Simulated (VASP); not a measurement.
A run of VASP 6.6.1 is set up as follows.

File INCAR:

```
ALGO = Normal ; EDIFF = 1E-7
ENCUT = 520 ; GGA = PE
ISIF = 2 ; ISMEAR = 0
LASPH = True ; LCHARG = True
LELF = True ; LREAL = False
LVHAR = True ; LWAVE = False
NBANDS = 11 ; NELM = 60
PREC = Accurate ; SIGMA = 0.1
```

File KPOINTS:

```
k-points
0
Gamma
  22 22 12
```

The input POSCAR:

```
BeS
1.0
    2.4745718071      0.0000000000      0.0000000000
    0.0000000000      2.4745718071      0.0000000000
    0.0000000000      0.0000000000      4.4092371340
Be S
1 1
Direct
    0.0000000000      0.0000000000      0.0000000000
    0.0000000000      0.0000000000      0.5000000000
```

Potentials or basis: VASP PAW PBE potentials, release 64 (Be, S).

The run is started by

```bash
$ cat potpaw_PBE.64/Be/POTCAR potpaw_PBE.64/S/POTCAR > POTCAR
$ mpirun -np 1 vasp_std > vasp.out
```

Problem. What does it give for the pressure?

Solution. -0.1 GPa.

Problem. Estimate the band gap on the k mesh.

Solution. Zero (band 4 reaches 9.22 eV, above the bottom of band 5 at 5.03 eV).

Stress tensor (GPa, compression positive):
```
-0.12  0.00  0.00
 0.00 -0.12  0.00
 0.00  0.00  0.09
```
